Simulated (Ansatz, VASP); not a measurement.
**One calculation of CsH5, two programs**

```
Cs H
1.0
     4.41751    0.00000    0.00000
    -2.20875    3.82567    0.00000
     0.00000    0.00000    4.02902
Cs H
1 5
Direct
  0.00000 0.00000 0.00000
  0.50000 0.00000 0.50000
  0.50000 0.50000 0.50000
  0.00000 0.50000 0.50000
  0.33333 0.66667 0.50000
  0.66667 0.33333 0.50000
```

Alike in both runs: task relaxation of cell and atoms; functional PBE; k mesh 12 × 12 × 10; occupations gaussian, width 0.1 eV; no spin polarisation.

```csv
,VASP,Ansatz
version,VASP 6.6.1,Ansatz 0.2.0
potentials or method,"VASP PAW PBE potentials, release 64 (Cs_sv, H), cutoff 600 eV","scalar-relativistic, plane waves, PAW"
valence electrons in the cell,14,14
```

|  | VASP | Ansatz | Ansatz less VASP |
| --- | --- | --- | --- |
| gap on the k mesh at the Fermi level, each at its own relaxed structure (eV) | none | none | - |
| relaxed volume (Å³/atom) | 11.45 | 11.39 | -0.066 |
| relaxed length of the cell vector where the two differ most in proportion (Å) | 4.065 | 4.055 | -0.0093 |

A gap of «none» marks a metal or a gap that the smearing closes.

Spin-orbit coupling is off throughout.
